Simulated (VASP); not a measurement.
# Si3N in VASP: notebook, part 2 of 2

VASP 6.6.1. The steps go on from the part before.

## Step 3: Single point, PBE+D3(BJ)

Input file INCAR:

```
  ALGO = Normal
  DIPOL = 0.5 0.5 0.321
  EDIFF = 1E-6
  ENCUT = 520
  GGA = PE
  IDIPOL = 3
  ISIF = 2
  ISMEAR = 0
  IVDW = 12
  LASPH = T
  LCHARG = F
  LDIPOL = T
  LREAL = F
  LWAVE = F
  NBANDS = 27
  NELM = 100
  PREC = Accurate
  SIGMA = 0.05
```

Input file KPOINTS:

```
k-points
0
Gamma
  7 5 1
```

Input file POSCAR:

```
Si3N
1.0
    3.8333442755      0.0000000000      0.0000000000
    0.0000000000      5.4211674636      0.0000000000
    0.0000000000      0.0000000000     22.4877586337
Si N
6 2
Direct
    0.5000000000      0.0000000000      0.1778745523
    0.0000000000      0.2500000000      0.1778745523
    0.0000000000      0.5038839981      0.2608672216
    0.5000000000      0.7461160019      0.2608672216
    0.5000000000      0.0086033066      0.3418641564
    0.0000000000      0.2413966934      0.3418641564
    1.0000000000      0.3419366399      0.4797169344
    1.0000000000      0.3419366399      0.5286324363
```

Potentials or basis: VASP PAW PBE potentials, release 64 (Si, N).

Command:

```bash
$ cat potpaw_PBE.64/Si/POTCAR potpaw_PBE.64/N/POTCAR > POTCAR
$ mpirun -np 1 vasp_std > vasp.out
```

OUTCAR:

```text
EDIFF = 1E-6
   ENCUT = 520
   GGA = PE
   ISIF = 2
   ISMEAR = 0
   IVDW = 12
   LASPH = T
   LREAL = F
   NELM = 100
   PREC = Accurate
 IVDW          = 12

 ion  position               nearest neighbor table
   1  0.500  0.000  0.178-   4 2.32   2 2.35   2 2.35
   2  0.000  0.250  0.178-   3 2.32   1 2.35   1 2.35
   3  0.000  0.504  0.261-   6 2.31   2 2.32   4 2.32   4 2.32
   4  0.500  0.746  0.261-   5 2.31   1 2.32   3 2.32   3 2.32
   5  0.500  0.009  0.342-   6 2.29   6 2.29   4 2.31
   6  0.000  0.241  0.342-   5 2.29   5 2.29   3 2.31
   7  0.000  0.342  0.480-   8 1.10
   8  0.000  0.342  0.529-   7 1.10

  LATTYP: Found a simple orthorhombic cell.
 ALAT       =     3.8333442755
 B/A-ratio  =     1.4142135624
 C/A-ratio  =     5.8663550721

  Lattice vectors:

 A1 = (   3.8333442755,   0.0000000000,   0.0000000000)
 A2 = (   0.0000000000,   5.4211674636,   0.0000000000)
 A3 = (   0.0000000000,   0.0000000000,  22.4877586337)

Analysis of symmetry for initial positions (statically):
=====================================================================
 Subroutine PRICEL returns:
 Original cell was already a primitive cell.

 Routine SETGRP: Setting up the symmetry group for a
 simple orthorhombic supercell.

 Subroutine GETGRP returns: Found  2 space group operations
 (whereof  2 operations were pure point group operations)
 out of a pool of  8 trial point group operations.

The static configuration has the point symmetry C_1h.

Analysis of symmetry for dynamics (positions and initial velocities):
=====================================================================
 Subroutine PRICEL returns:
 Original cell was already a primitive cell.

 Routine SETGRP: Setting up the symmetry group for a
 simple orthorhombic supercell.

 Subroutine GETGRP returns: Found  2 space group operations
[... 131 lines left out ...]
   LEPSILON=     F    determine dielectric tensor
   LRPA    =     F    only Hartree local field effects (RPA)
 non-spin polarized calculation
 Gauss-broadening in eV      SIGMA  =   0.05
  energy-cutoff  :      520.00
  volume of cell :      467.32
 maximum number of plane-waves:     12627
 NGX is ok and might be reduce to    30
   NGX = 15   NGY = 21   NGZ = 83

 dipolmoment           0.000000      0.000000      0.000011 electrons x Angstroem

 number of electron      34.0000000 magnetization

 dipolmoment           0.000000      0.000000     -0.044829 electrons x Angstroem

 Free energy of the ion-electron system (eV)
  ---------------------------------------------------
  ext. energy  EPLUGINS =         0.00000000
  ---------------------------------------------------
  free energy    TOTEN  =       -44.94870910 eV

  energy without entropy =      -44.94207577  energy(sigma->0) =      -44.94539244

 E-fermi :  -1.5674     XC(G=0):  -3.8035

 val. band max:       -1.5835616202   @ k =   0.2857   0.2000   0.0000
 cond. band min:      -1.5502783165   @ k =   0.2857   0.4000   0.0000
 fundamental gap:      0.0332833037
 Fermi energy:        -1.5674311808

 k-point     1 :       0.0000    0.0000    0.0000
  band No.  band energies     occupation
      1     -25.8038      2.00000
      2     -13.0164      2.00000
      3     -11.2342      2.00000
      4     -10.8870      2.00000
      5      -9.7098      2.00000
      6      -9.0572      2.00000
[... 349 lines left out ...]
     26       2.8431      0.00000
     27       3.3134      0.00000

------------------------ aborting loop because EDIFF is reached ----------------------------------------

 vacuum level on the upper side and lower side of the slab       (xc-potential included)        -0.298         0.080

 Edisp (eV)   -1.63772

 E8    (eV) :    -0.6939

  FORCE on cell =-STRESS in cart. coord.  units (eV):
  Direction    XX          YY          ZZ          XY          YZ          ZX
  --------------------------------------------------------------------------------------
  -------------------------------------------------------------------------------------
  Total       0.12010     0.18424     3.17177     0.00000    -0.01617     0.00000
  in kB       0.41174     0.63166    10.87416     0.00000    -0.05544     0.00000
  external pressure =        3.97 kB  Pullay stress =        0.00 kB

 VOLUME and BASIS-vectors are now :
 -----------------------------------------------------------------------------
  energy-cutoff  :      520.00
  volume of cell :      467.32
      direct lattice vectors                 reciprocal lattice vectors
     3.833344276  0.000000000  0.000000000     0.260868821  0.000000000  0.000000000
     0.000000000  5.421167464  0.000000000     0.000000000  0.184462112  0.000000000
     0.000000000  0.000000000 22.487758634     0.000000000  0.000000000  0.044468638

 POSITION                                       TOTAL-FORCE (eV/Angst)
 -----------------------------------------------------------------------------------
      1.91667      0.00000      4.00000         0.000000      0.560922     -0.043136
      0.00000      1.35529      4.00000         0.000000     -0.553067     -0.053807
      0.00000      2.73164      5.86632         0.000000     -0.071267      0.000110
      1.91667      4.04482      5.86632         0.000000      0.115640     -0.000433
      1.91667      0.04664      7.68776         0.000000     -0.049849      0.126091
      0.00000      1.30865      7.68776         0.000000     -0.036939     -0.203720
      0.00000      1.85370     10.78776         0.000000      0.047784     -1.985704
      0.00000      1.85370     11.88776         0.000000     -0.013224      2.160599
 -----------------------------------------------------------------------------------
    total drift:                               -0.000000     -0.000110     -0.000552

  FREE ENERGIE OF THE ION-ELECTRON SYSTEM (eV)
  ---------------------------------------------------
  free  energy   TOTEN  =       -46.5864242784 eV

  energy  without entropy=      -46.5797909484  energy(sigma->0) =      -46.58310761

 vacuum level on the upper side and lower side of the slab         2.811         3.189
```

OSZICAR:

```text
N       E                     dE             d eps       ncg     rms          rms(c)
DAV:   1     0.196995917460E+03    0.19700E+03   -0.11049E+04   656   0.905E+02
DAV:   2    -0.168150761897E+02   -0.21381E+03   -0.20595E+03   951   0.175E+02
DAV:   3    -0.459862138515E+02   -0.29171E+02   -0.28886E+02   840   0.677E+01
[... 16 lines left out ...]
DAV:  20    -0.449486970399E+02   -0.59537E-05   -0.76282E-07   656   0.352E-03    0.850E-04
DAV:  21    -0.449487039672E+02   -0.69273E-05   -0.40558E-07   607   0.229E-03    0.360E-04
DAV:  22    -0.449487062951E+02   -0.23279E-05   -0.10144E-07   559   0.125E-03    0.337E-04
DAV:  23    -0.449487084489E+02   -0.21539E-05   -0.10338E-07   574   0.105E-03    0.273E-04
DAV:  24    -0.449487091022E+02   -0.65327E-06   -0.34009E-08   540   0.676E-04
   1 F= -.46586424E+02 E0= -.46583108E+02  d E =-.663333E-02
```

Run time: 3.2 min. Hardware: 1 thread of Intel Xeon Platinum 8375C at 2.90GHz (Ice Lake), shared host; peak memory 0.53 GiB.

What came out:

- Free energy: -46.5864 eV
- Largest force: 2.161 eV/Å
- Band gap on the k mesh: zero (band 17 reaches -1.40 eV, above the bottom of band 18 at -1.68 eV)
- Dispersion energy per atom: -0.205 eV

Forces in eV/Å, atoms in the order of the input:
```
Si   0.000  0.561 -0.043
Si   0.000 -0.553 -0.054
Si   0.000 -0.071  0.000
Si   0.000  0.116  0.000
Si   0.000 -0.050  0.126
Si   0.000 -0.037 -0.204
N    0.000  0.048 -1.986
N    0.000 -0.013  2.161
```

Caveat: the standard files for N, O and F lose accuracy on very short bonds.

## Step 4: Single point, PBE+D3(BJ)

Changes to INCAR since step 3:

```diff
@@ -9,7 +9,7 @@
   IVDW = 12
-  LASPH = T
-  LCHARG = F
-  LDIPOL = T
-  LREAL = F
-  LWAVE = F
+  LASPH = True
+  LCHARG = False
+  LDIPOL = True
+  LREAL = False
+  LWAVE = False
   NBANDS = 27
```

KPOINTS is that of step 3.

Changes to POSCAR since step 3:

```diff
@@ -14,3 +14,3 @@
     0.0000000000      0.2413966934      0.3418641564
-    1.0000000000      0.3419366399      0.4797169344
-    1.0000000000      0.3419366399      0.5286324363
+    1.0000000000      0.6752699732      0.4797169344
+    1.0000000000      0.6752699732      0.5286324363
```

Command:

```bash
$ cat potpaw_PBE.64/Si/POTCAR potpaw_PBE.64/N/POTCAR > POTCAR
$ mpirun -np 1 vasp_std > vasp.out
```

It took 3.1 min on 1 thread of Intel Xeon Platinum 8375C at 2.90GHz (Ice Lake), shared host; peak memory 0.53 GiB.

The run converged. Its results:

```yaml
Free_energy: -46.6499 eV
Largest_force: 2.186 eV/Å
Band_gap_on_the_k_mesh: zero (band 17 reaches -1.58 eV, above the bottom of band 18 at -1.84 eV)
Dispersion_energy_per_atom: -0.204 eV
```

Forces in eV/Å, atoms in the order of the input:
```
Si   0.000  0.549 -0.055
Si   0.000 -0.547 -0.063
Si   0.000 -0.079  0.014
Si   0.000  0.073  0.006
Si   0.000  0.026  0.065
Si   0.000 -0.029  0.051
N    0.000  0.013 -2.186
N    0.000 -0.005  2.169
```

Levels at points of the mesh, in eV from the Fermi level:
| k point | band 14 | band 15 | band 16 | band 17 | band 18 | band 19 | band 20 | band 21 |
| --- | --- | --- | --- | --- | --- | --- | --- | --- |
| (0.00, 0.00, 0.00) | -1.21 | -0.68 | -0.41 | -0.30 | 0.29 | 1.19 | 2.02 | 2.62 |

Caveat: the standard files for N, O and F lose accuracy on very short bonds.
